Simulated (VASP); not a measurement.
Input of a VASP 6.6.1 run:

Contents of INCAR:

```
PREC = Accurate ; ENCUT = 600
EDIFF = 1E-6 ; ISMEAR = -1
SIGMA = 0.05 ; LREAL = False
LASPH = True ; NELM = 80
ALGO = Normal ; ISIF = 3
LWAVE = False ; LCHARG = False
GGA = CA ; IBRION = 2
NSW = 100 ; EDIFFG = -0.005
```

KPOINTS

```
Automatic mesh
0
Gamma
  14 14 14
```

The input POSCAR:

```
Ag
1.0
    0.0000000000      2.0696313722      2.0696313722
    2.0696313722      0.0000000000      2.0696313722
    2.0696313722      2.0696313722      0.0000000000
Ag
1
Direct
    0.0000000000      0.0000000000      0.0000000000
```

Potentials or basis: VASP PAW LDA potentials, release 64 (Ag).

Command:

```bash
$ cat potpaw_LDA.64/Ag/POTCAR > POTCAR
$ mpirun -np 1 vasp_std > vasp.out
```

Question: Estimate the relaxed volume.

Answer: 16.03 Å³/atom.

Question: Predict the relaxed cell.

Answer: a = 2.830 Å, b = 2.830 Å, c = 2.830 Å, α = 60.00°, β = 60.00°, γ = 60.00°.

Question: Predict the space group after relaxing (to 0.05 Å).

Answer: Fm-3m (No. 225).

The path:
```
step  energy change (eV)  largest force (eV/Å)  pressure (GPa)  volume (Å³)
   1              0.0000                0.0000          -10.44        17.73
   2             -0.0237                0.0000           12.14        14.93
   3             -0.0623                0.0000           -0.13        16.04
   4             -0.0623                0.0000            0.14        16.01
   5             -0.0623                0.0000           -0.09        16.04
   6             -0.0623                0.0000           -0.02        16.03
```

LDA usually gives volumes a few per cent too small. Zero-point motion and thermal expansion aren't in these numbers.
